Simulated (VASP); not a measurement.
Runs of VASP 6.6.1 on BN. The structure is that of space group P6_3mc (No. 186), or close to it. The cells are those of the table. 

```tsv
task	level	potentials or basis	cell	k mesh	cutoff (eV)	smearing	gap on the mesh (eV)	pressure (GPa)	largest force (eV/Å)
single point	PBE	VASP PAW PBE potentials, release 64 (B, N)	a = 2.554, b = 2.554, c = 4.227 Å, angles 90.0, 90.0, 120.0°, 4 atoms	3 × 3 × 2	600	fermi-dirac 0.1 eV	5.15	1.7	0.24
single point	PBE	VASP PAW PBE potentials, release 64 (B, N)	a = 2.532, b = 2.532, c = 4.191 Å, angles 90.0, 90.0, 120.0°, 4 atoms	6 × 6 × 4	600	methfessel-paxton 0.061 eV	5.16	(a)	-
single point	PBE	VASP PAW PBE potentials, release 64 (B, N)	a = 2.554, b = 2.554, c = 4.227 Å, angles 90.0, 90.0, 120.0°, 4 atoms	9 × 9 × 4	520	gaussian 0.1 eV	5.20	0.2	0.01
single point	LDA	VASP PAW LDA potentials, release 64 (B, N)	a = 2.579, b = 2.579, c = 4.055 Å, angles 90.0, 90.0, 120.0°, 4 atoms	3 × 3 × 1	520	gaussian 0.0025 eV	5.32	-2.1	0.01
single point	LDA	VASP PAW LDA potentials, release 64 (B, N)	a = 2.554, b = 2.554, c = 4.227 Å, angles 90.0, 90.0, 120.0°, 4 atoms	6 × 6 × 4	520	gaussian 0.1 eV	(b)	-12.9	0.03
single point	PBE	VASP PAW PBE potentials, release 64 (B, N)	a = 2.554, b = 2.554, c = 4.227 Å, angles 90.0, 90.0, 120.0°, 4 atoms	6 × 6 × 4	520	fermi-dirac 0.0861733 eV	5.20	0.2	0.02
relaxation of cell and atoms	LDA	VASP PAW LDA potentials, release 64 (B, N)	relaxed to -3 GPa from a = 2.554, b = 2.554, c = 4.227 Å, angles 90.0, 90.0, 120.0°, 4 atoms	3 × 3 × 1	600	gaussian 0.0025 eV	5.32	-3.1	-
single point	PBE	VASP PAW PBE potentials, release 64 (B, N)	a = 2.620, b = 2.620, c = 4.337 Å, angles 90.0, 90.0, 120.0°, 4 atoms	6 × 7 × 2, shifted	520	gaussian 0.01 eV	(d)	-24.7	(c)
```

Alike in all rows: no spin polarisation.

Task: Estimate the missing entries.

Result: (a) 9.9; (b) 4.96; (c) 0.10; (d) 5.72.

Caveats: some runs use coarse meshes; the cell is relaxed towards a set pressure, so the enthalpy falls and the energy may rise (some runs).

A k mesh can miss the band edges.
